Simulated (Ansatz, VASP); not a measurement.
WSe2 in VASP and in Ansatz

```
Se W
1.0
     3.24724    0.00000    0.00000
    -1.62362    2.81219    0.00000
     0.00000    0.00000   30.52000
Se W
2 1
Direct
  0.66667 0.33333 0.22985
  0.66667 0.33333 0.33895
  0.33333 0.66667 0.28440
```

Alike in both runs: functional LDA; k mesh 12 × 12 × 1; occupations gaussian, width 0.03 eV; no spin polarisation.

Ansatz relaxed the structure, and its values are those at the end. VASP's run is a single point on that final structure, the one shown.

```csv
,VASP,Ansatz
version,VASP 6.6.1,Ansatz 0.2.0
potentials or method,"VASP PAW LDA potentials, release 64 (Se, W_sv), cutoff 400 eV","scalar-relativistic, plane waves, PAW"
valence electrons in the cell,26,46
```

Ansatz gave:

| Item | Value |
| --- | --- |
| gap on the k mesh at the Fermi level (eV) | 1.69 |
| least direct gap on the mesh (eV) | 1.75 |
| rms of the force components (eV/Å) | 0.000 |

**Question.** What did VASP give for the same quantities?

**Answer.** gap on the k mesh at the Fermi level (eV): 1.70; least direct gap on the mesh (eV): 1.75; rms of the force components (eV/Å): 0.049.

Ansatz warns that its potentials were made for another functional, while VASP's fit it. LDA's correlation is that of Perdew and Zunger in VASP and of Perdew and Wang (1992) in Ansatz. VASP's potentials hold 26 valence electrons a cell and Ansatz's 46, so a difference there can come from the potentials and not from the codes. Ansatz's warnings: slab cell height set, structure snapped to symmetry, xc potential rough in thin density.

Neither program's run includes spin-orbit coupling.
